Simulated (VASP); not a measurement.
Here is a VASP 6.6.1 calculation.

File INCAR:

```
SYSTEM = Ta16Si
PREC     = Accurate       ! precision mode
ENCUT    = 520            ! plane-wave cutoff, eV
EDIFF    = 1E-6           ! SCF threshold, eV
ISMEAR   = 0              ! smearing method
SIGMA    = 0.1            ! smearing width, eV
LREAL    = Auto         
LASPH    = .TRUE.         ! aspherical terms in the spheres
NELM     = 80             ! most SCF steps
ALGO     = Normal         ! electronic algorithm
ISIF     = 2              ! what is computed and relaxed
LWAVE    = .FALSE.        ! write WAVECAR
LCHARG   = .FALSE.        ! write CHGCAR
LDIPOL   = .TRUE.       
IDIPOL   = 3            
DIPOL    = 0.5 0.5 0.331
GGA      = PE             ! functional
NBANDS   = 104            ! bands
```

KPOINTS

```
regular mesh
0
G
  4 4 1
  0 0 0
```

The input POSCAR:

```
Ta16Si
1.0
    6.6379342679      0.0000000000      0.0000000000
    0.0000000000      6.6379342679      0.0000000000
    0.0000000000      0.0000000000     20.2996559574
Ta Si
16 1
Direct
    0.2500000000      0.2500000000      0.1970476745
    0.2500000000      0.7500000000      0.1970476745
    0.7500000000      0.2500000000      0.1970476745
    0.7500000000      0.7500000000      0.1970476745
    0.0000000000      0.0000000000      0.2787970190
    0.0000000000      0.5000000000      0.2787970190
    0.5000000000      0.0000000000      0.2787970190
    0.5000000000      0.5000000000      0.2787970190
    0.2500000000      0.2500000000      0.3599139064
    0.2500000000      0.7500000000      0.3599139064
    0.7500000000      0.2500000000      0.3599139064
    0.7500000000      0.7500000000      0.3599139064
    0.0000000000      0.0000000000      0.4334879357
    0.0000000000      0.5000000000      0.4334879357
    0.5000000000      0.0000000000      0.4334879357
    0.5000000000      0.5000000000      0.4334879357
    0.0625000000      0.0625000000      0.5492315475
```

Potentials or basis: VASP PAW PBE potentials, release 64 (Ta_pv, Si).

Command:

```console
$ cat potpaw_PBE.64/Ta_pv/POTCAR potpaw_PBE.64/Si/POTCAR > POTCAR
$ mpirun -np 1 vasp_std > vasp.out
```

(1) What does it give for the band gap on the k mesh?

(2) Estimate the largest force.

## Answers

(1) zero (bands 90 and 91 overlap by 0.40 eV).

(2) 1.227 eV/Å.

Caveat: spin-orbit coupling is left out, which moves the levels of the heavy elements.
